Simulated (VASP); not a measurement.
# LiH (P6_3mc) in VASP: relaxation of cell and atoms with PBE

Aim: the relaxation of cell and atoms of LiH with PBE.

Program: VASP 6.6.1. These are calculated values, not measurements. Logs are shortened: lines on timing, memory, paths and dates and some standing lists are left out, and cuts for length are marked.

## Step 1: The cell of the first run

The structure is hexagonal, space group P6_3mc (No. 186). The conventional cell has a = 2.417 Å, b = 2.417 Å, c = 3.947 Å, α = 90.00°, β = 90.00°, γ = 120.00°. Li (site symmetry 3m) has 4 H at 1.48 Å within 2.0 Å. Within 2.0 Å of H (site symmetry 3m) lie 4 Li at 1.48 Å.

## Step 2: Relaxation of cell and atoms, PBE

Contents of INCAR:

```
ALGO = Normal
EDIFF = 1E-6
EDIFFG = -0.005
ENCUT = 600
GGA = PE
IBRION = 2
ISIF = 3
ISMEAR = -1
LASPH = True
LCHARG = False
LREAL = False
LWAVE = False
NELM = 60
NSW = 80
PREC = Accurate
SIGMA = 0.02
```

Contents of KPOINTS:

```
k-points
0
Gamma
  12 12 6
```

Contents of POSCAR:

```
LiH
1.0
    2.4171564782      0.0000000000      0.0000000000
   -1.2085782391      2.0933189150      0.0000000000
    0.0000000000      0.0000000000      3.9472165289
Li H
2 2
Direct
    0.3333333333      0.6666666667      0.0000000000
    0.6666666667      0.3333333333      0.5000000000
    0.3333333333      0.6666666667      0.3750000000
    0.6666666667      0.3333333333      0.8750000000
```

Potentials or basis: VASP PAW PBE potentials, release 64 (Li_sv, H).

On the command line:

```bash
$ cat potpaw_PBE.64/Li_sv/POTCAR potpaw_PBE.64/H/POTCAR > POTCAR
$ mpirun -np 1 vasp_std > vasp.out
```

OUTCAR:

```text
EDIFF = 1E-6
   EDIFFG = -0.005
   ENCUT = 600
   GGA = PE
   IBRION = 2
   ISIF = 3
   ISMEAR = -1
   LASPH = True
   LREAL = False
   NELM = 60
   NSW = 80
   PREC = Accurate

 ion  position               nearest neighbor table
   1  0.333  0.667  0.000-   4 1.48   4 1.48   4 1.48   3 1.48   2 2.42   2 2.42   2 2.42   2 2.42
                             2 2.42   2 2.42
   2  0.667  0.333  0.500-   3 1.48   3 1.48   3 1.48   4 1.48   1 2.42   1 2.42   1 2.42   1 2.42
                             1 2.42   1 2.42
   3  0.333  0.667  0.375-   2 1.48   2 1.48   2 1.48   1 1.48
   4  0.667  0.333  0.875-   1 1.48   1 1.48   1 1.48   2 1.48

  LATTYP: Found a hexagonal cell.
 ALAT       =     2.4171564782
 C/A-ratio  =     1.6330000000

  Lattice vectors:

 A1 = (   2.4171564782,   0.0000000000,   0.0000000000)
 A2 = (  -1.2085782391,   2.0933189150,   0.0000000000)
 A3 = (   0.0000000000,   0.0000000000,   3.9472165289)

Analysis of symmetry for initial positions (statically):
=====================================================================
 Subroutine PRICEL returns:
 Original cell was already a primitive cell.

 Routine SETGRP: Setting up the symmetry group for a
 hexagonal supercell.

 Subroutine GETGRP returns: Found 12 space group operations
 (whereof  6 operations were pure point group operations)
 out of a pool of 24 trial point group operations.

The static configuration has the point symmetry C_3v.
 The point group associated with its full space group is C_6v.

Analysis of symmetry for dynamics (positions and initial velocities):
=====================================================================
 Subroutine PRICEL returns:
 Original cell was already a primitive cell.

 Routine SETGRP: Setting up the symmetry group for a
 hexagonal supercell.

 Subroutine GETGRP returns: Found 12 space group operations
 (whereof  6 operations were pure point group operations)
 out of a pool of 24 trial point group operations.

The dynamic configuration has the point symmetry C_3v.
 The point group associated with its full space group is C_6v.

 Subroutine INISYM returns: Found 12 space group operations
 (whereof  6 operations are pure point group operations),
 and found     1 'primitive' translations

----------------------------------------------------------------------------------------

                                     Primitive cell

  volume of cell :      19.9724

  direct lattice vectors                    reciprocal lattice vectors
     2.417156478  0.000000000  0.000000000     0.413709253  0.238855148  0.000000000
    -1.208578239  2.093318915  0.000000000     0.000000000  0.477710297  0.000000000
     0.000000000  0.000000000  3.947216529     0.000000000  0.000000000  0.253343082

  length of vectors
     2.417156478  2.417156478  3.947216529     0.477710297  0.477710297  0.253343082

  position of ions in fractional coordinates (direct lattice)
     0.333333333  0.666666667  0.000000000
     0.666666667  0.333333333  0.500000000
     0.333333333  0.666666667  0.375000000
     0.666666667  0.333333333  0.875000000

  ion indices of the primitive-cell ions
   primitive index   ion index
                 1           1
                 2           2
                 3           3
                 4           4

----------------------------------------------------------------------------------------

 KPOINTS: k-points

Automatic generation of k-mesh.
 Grid dimensions read from file:
 generate k-points for:   12   12    6

 Generating k-lattice:

  Cartesian coordinates                     Fractional coordinates (reciprocal lattice)
     0.034475771  0.019904596  0.000000000     0.083333333  0.000000000  0.000000000
     0.000000000  0.039809191  0.000000000     0.000000000  0.083333333  0.000000000
     0.000000000  0.000000000  0.042223847     0.000000000  0.000000000  0.166666667

  Length of vectors
     0.039809191  0.039809191  0.042223847

  Shift w.r.t. Gamma in fractional coordinates (k-lattice)
     0.000000000  0.000000000  0.000000000

 Subroutine IBZKPT returns following result:
 ===========================================

 Found     76 irreducible k-points:

 Following reciprocal coordinates:
            Coordinates               Weight
  0.000000  0.000000  0.000000      1.000000
  0.083333 -0.000000  0.000000      6.000000
  0.166667 -0.000000  0.000000      6.000000
  0.250000  0.000000  0.000000      6.000000
  0.333333 -0.000000  0.000000      6.000000
  0.416667  0.000000  0.000000      6.000000
[... 16 lines left out ...]
  0.250000  0.000000  0.166667     12.000000
  0.333333 -0.000000  0.166667     12.000000
 [... further k-points ...]
   k-points           NKPTS =     76   k-points in BZ     NKDIM =     76   number of bands    NBANDS=      8
   number of dos      NEDOS =    301   number of ions     NIONS =      4
   total plane-waves  NPLWV =  12800
   dimension x,y,z NGX =    20 NGY =   20 NGZ =   32
   dimension x,y,z NGXF=    40 NGYF=   40 NGZF=   64
   ions per type =               2   2
   NGX,Y,Z   is equivalent  to a cutoff of  13.76, 13.76, 13.48 a.u.
   NGXF,Y,Z  is equivalent  to a cutoff of  27.51, 27.51, 26.96 a.u.
 SYSTEM =  unknown system
   PREC   = accura    normal or accurate (medium, high low for compatibility)
   ISTART =      0    job   : 0-new  1-cont  2-samecut
   ICHARG =      2    charge: 1-file 2-atom 10-const
   ISPIN  =      1    spin polarized calculation?
   LNONCOLLINEAR =      F non collinear calculations
   LSORBIT =      F    spin-orbit coupling
   LASPH  =      T    aspherical Exc in radial PAW
   ENCUT  =  600.0 eV  44.10 Ry    6.64 a.u.   4.83  4.83  7.88*2*pi/ulx,y,z
   NELM   =     60;   NELMIN=  2; NELMDL= -5     # of ELM steps
   EDIFF  = 0.1E-05   stopping-criterion for ELM
   LREAL  =      F    real-space projection
   EDIFFG = -.5E-02   stopping-criterion for IOM
   NSW    =     80    number of steps for IOM
   IBRION =      2    ionic relax: 0-MD 1-quasi-New 2-CG
   NFREE  =      1    steps in history (QN), initial steepest desc. (CG)
   ISIF   =      3    stress and relaxation
   ISYM   =      2    0-nonsym 1-usesym 2-fastsym
   POTIM  = 0.5000    time-step for ionic-motion
   TEBEG  =    0.0;   TEEND  =   0.0 temperature during run
   PSTRESS=    0.0 pullay stress
   NELECT =       8.0000    total number of electrons
   NUPDOWN=      -1.0000    fix difference up-down
   EMIN   =  10.00;   EMAX   =-10.00  energy-range for DOS
   EFERMI =   0.00;   METHOD = LEGACY
   ISMEAR =    -1;   SIGMA  =   0.02  broadening in eV -4-tet -1-fermi 0-gaus
   EFERMI_NEDOS =   21; number of points for ismear=-14 and -15
   IALGO  =     38    algorithm
   IMIX   =      4    mixing-type and parameters
     AMIX     =   0.40;   BMIX     =  1.00
     AMIX_MAG =   1.60;   BMIX_MAG =  1.00
  volume/ion in A,a.u.               =       4.99        33.70
  Fermi-wavevector in a.u.,A,eV,Ry     =   1.206779  2.280482 19.814380  1.456316
  Thomas-Fermi vector in A             =   2.342436
   LORBIT       =      0    0 simple, 1 ext, 2 COOP (PROOUT), +10 PAW based schemes
   GGA     = PE    functional components
   LHFCALC =     F    Hartree Fock is set to
   AEXX    =    0.0000 exact exchange contribution
   IVDW    =     0    specifies the selected vdW correction
   LEPSILON=     F    determine dielectric tensor
   LRPA    =     F    only Hartree local field effects (RPA)
 conjugate gradient relaxation of ions
 non-spin polarized calculation
  energy-cutoff  :      600.00
  volume of cell :       19.97
 maximum number of plane-waves:       687
 NGX is ok and might be reduce to    20
   NGX =  9   NGY =  9   NGZ = 15

--------------------------------------- Ionic step        1  -------------------------------------------

 number of electron       8.0000005 magnetization

 Free energy of the ion-electron system (eV)
  ---------------------------------------------------
  ext. energy  EPLUGINS =         0.00000000
  ---------------------------------------------------
  free energy    TOTEN  =       -10.04352766 eV

  energy without entropy =      -10.04352766  energy(sigma->0) =      -10.04352766

 E-fermi :   1.6821     XC(G=0): -10.0098

 val. band max:        1.1627392836   @ k =   0.2500   0.2500   0.0000
 cond. band min:       5.0798373510   @ k =   0.3333   0.3333   0.0000
 fundamental gap:      3.9170980674
 Fermi energy:         1.6820675971

 k-point     1 :       0.0000    0.0000    0.0000
  band No.  band energies     occupation
      1     -41.2896      2.00000
      2     -41.0171      2.00000
      3      -3.9681      2.00000
      4      -0.8062      2.00000
      5       6.8686      0.00000
      6      22.0209      0.00000
      7      22.8393      0.00000
      8      22.8393      0.00000
[... 899 lines left out ...]
 k-point    24 :       0.3333   -0.0000    0.1667
  band No.  band energies     occupation
      1     -44.4856      2.00000
      2     -44.4665      2.00000
      3      -3.6292      2.00000
      4      -1.7469      2.00000
      5       4.1847      0.00000
      6       6.7327      0.00000
      7       8.8842      0.00000
      8      10.3971      0.00000

 [... further k-points ...]

[... ionic steps 4 to 9 ...]

--------------------------------------- Ionic step       10  -------------------------------------------

 number of electron       8.0000005 magnetization

------------------------ aborting loop because EDIFF is reached ----------------------------------------

  FORCE on cell =-STRESS in cart. coord.  units (eV):
  Direction    XX          YY          ZZ          XY          YZ          ZX
  --------------------------------------------------------------------------------------
  -------------------------------------------------------------------------------------
  Total        0.0613907      0.0613907     -0.0438695     -0.0000000     -0.0000000      0.0000000
  in kB        2.7911337      2.7911337     -1.9945283     -0.0000000     -0.0000000      0.0000000
  external PRESSURE =       1.1959130 kB  Pullay stress =       0.0000000 kB

 VOLUME and BASIS-vectors are now :
 -----------------------------------------------------------------------------
  energy-cutoff  :      600.00
  volume of cell :       35.24
      direct lattice vectors                 reciprocal lattice vectors
     2.960553087 -0.000000000  0.000000000     0.337774723  0.195014327 -0.000000000
    -1.480276544  2.563914183 -0.000000000     0.000000000  0.390028655 -0.000000000
     0.000000000  0.000000000  4.642549085    -0.000000000 -0.000000000  0.215398907
[... 39 lines left out ...]
 POSITION                                       TOTAL-FORCE (eV/Angst)
 -----------------------------------------------------------------------------------
     -0.00000      1.71207      4.59419        -0.000000      0.000000      0.001462
      1.48270      0.85604      2.27847        -0.000000      0.000000      0.001462
     -0.00000      1.71207      1.77405         0.000000     -0.000000     -0.001462
      1.48270      0.85604      4.08977         0.000000     -0.000000     -0.001462
 -----------------------------------------------------------------------------------
    total drift:                               -0.000000     -0.000000     -0.001594

  FREE ENERGIE OF THE ION-ELECTRON SYSTEM (eV)
  ---------------------------------------------------
  free  energy   TOTEN  =       -11.9770333427 eV

  energy  without entropy=      -11.9770333427  energy(sigma->0) =      -11.97703334

--------------------------------------- Ionic step       12  -------------------------------------------

 number of electron       8.0000005 magnetization

 Free energy of the ion-electron system (eV)
  ---------------------------------------------------
  ext. energy  EPLUGINS =         0.00000000
  ---------------------------------------------------
  free energy    TOTEN  =       -11.97710276 eV

  energy without entropy =      -11.97710276  energy(sigma->0) =      -11.97710276

 E-fermi :  -0.8468     XC(G=0):  -8.0423

 val. band max:       -1.3242318476   @ k =   0.2500   0.1667   0.0000
 cond. band min:       2.5173090601   @ k =   0.3333   0.3333   0.0000
 fundamental gap:      3.8415409077
 Fermi energy:        -0.8468341997

 k-point     1 :       0.0000    0.0000    0.0000
  band No.  band energies     occupation
      1     -44.4761      2.00000
      2     -44.4346      2.00000
      3      -5.2224      2.00000
      4      -2.0245      2.00000
      5       3.0484      0.00000
      6      12.7312      0.00000
      7      13.7508      0.00000
      8      13.7508      0.00000
[... 275 lines left out ...]
 POSITION                                       TOTAL-FORCE (eV/Angst)
 -----------------------------------------------------------------------------------
     -0.00000      1.71477      4.58128        -0.000000      0.000000      0.000230
      1.48503      0.85739      2.27091         0.000000      0.000000      0.000230
     -0.00000      1.71477      1.77225         0.000000     -0.000000     -0.000230
      1.48503      0.85739      4.08262         0.000000     -0.000000     -0.000230
 -----------------------------------------------------------------------------------
    total drift:                               -0.000000     -0.000000     -0.001577

  FREE ENERGIE OF THE ION-ELECTRON SYSTEM (eV)
  ---------------------------------------------------
  free  energy   TOTEN  =       -11.9771027647 eV

  energy  without entropy=      -11.9771027647  energy(sigma->0) =      -11.97710276

 reached required accuracy - stopping structural energy minimisation
```

Wall time 43 s (1 thread of AMD EPYC 9R45 (Zen 5), shared host); peak memory 0.1 GiB.

What came out:

| Property | Result |
| --- | --- |
| Free energy | -11.9771 eV |
| Relaxed volume | 8.83 Å³/atom |
| Relaxed cell | a = 2.970 Å, b = 2.970 Å, c = 4.621 Å, α = 90.00°, β = 90.00°, γ = 120.00° |
| Space group after relaxing (to 0.05 Å) | P6_3mc (No. 186) |
| Energy gained by relaxing | 483.4 meV/atom |
| Ionic steps | 12 |
| Pressure after relaxing | 0.0 GPa |
| Band gap on the k mesh | 3.84 eV, indirect (least direct gap 4.25 eV) |

The path:
```tsv
step	energy change (eV)	largest force (eV/Å)	pressure (GPa)	volume (Å³)
1	0.0000	0.0908	56.39	19.97
2	-1.3120	0.0651	23.83	25.50
3	-1.9042	0.0365	3.47	33.18
4	-1.9277	0.0306	0.30	35.20
5	-1.9279	0.0296	-0.21	35.56
6	-1.9293	0.0367	-0.21	35.55
7	-1.9314	0.0602	-0.24	35.53
8	-1.9328	0.0299	-0.07	35.40
9	-1.9333	0.0050	0.14	35.23
10	-1.9333	0.0025	0.12	35.24
11	-1.9335	0.0015	0.05	35.27
12	-1.9336	0.0002	-0.01	35.30
```

Final structure:
```
Li H
1.0
     2.97007    0.00000    0.00000
    -1.48503    2.57216    0.00000
     0.00000    0.00000    4.62075
Li H
2 2
Cartesian
  0.0000 1.7148 4.5813
  1.4850 0.8574 2.2709
  0.0000 1.7148 1.7722
  1.4850 0.8574 4.0826
```

Caveat: the cutoff is under 1.25 times the usual one of these potentials, so pressure, stress and relaxed cells hold a basis-set (Pulay) error; the volume moved by over 15 % at a fixed basis, so the end points are rough.
